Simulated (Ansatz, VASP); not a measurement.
Two plane-wave programs on BaS

```xyz
8
Lattice="6.3319 0.0000 0.0000 0.0000 -6.3319 0.0000 0.0000 0.0000 -6.3319" Properties=species:S:1:pos:R:3 pbc="T T T"
Ba    0.0000    0.0000    0.0000
Ba    3.1659   -3.1659    0.0000
Ba    3.1659    0.0000   -3.1659
Ba    0.0000   -3.1659   -3.1659
S     3.1659    0.0000    0.0000
S     0.0000   -3.1659    0.0000
S     0.0000    0.0000   -3.1659
S     3.1659   -3.1659   -3.1659
```

Alike in both runs: functional PBEsol; k mesh 6 × 6 × 6; occupations gaussian, width 0.02 eV; no spin polarisation.

Ansatz relaxed the structure, and its values are those at the end. VASP's run is a single point on that final structure, the one shown.

|  | VASP | Ansatz |
| --- | --- | --- |
| version | VASP 6.6.1 | Ansatz 0.2.0 |
| potentials or method | VASP PAW PBE potentials, release 64 (Ba_sv, S), cutoff 520 eV | scalar-relativistic, plane waves, PAW |
| valence electrons in the cell | 64 | 64 |

|  | VASP | Ansatz | Ansatz less VASP |
| --- | --- | --- | --- |
| gap on the k mesh at the Fermi level (eV) | 1.93 | 2.04 | +0.105 |
| least direct gap on the mesh (eV) | 1.93 | 2.04 | +0.105 |
| pressure (GPa) | 0.7 | 0.0 | -0.68 |

VASP's potentials were made for PBE, not for PBEsol.

Spin-orbit coupling is off throughout.
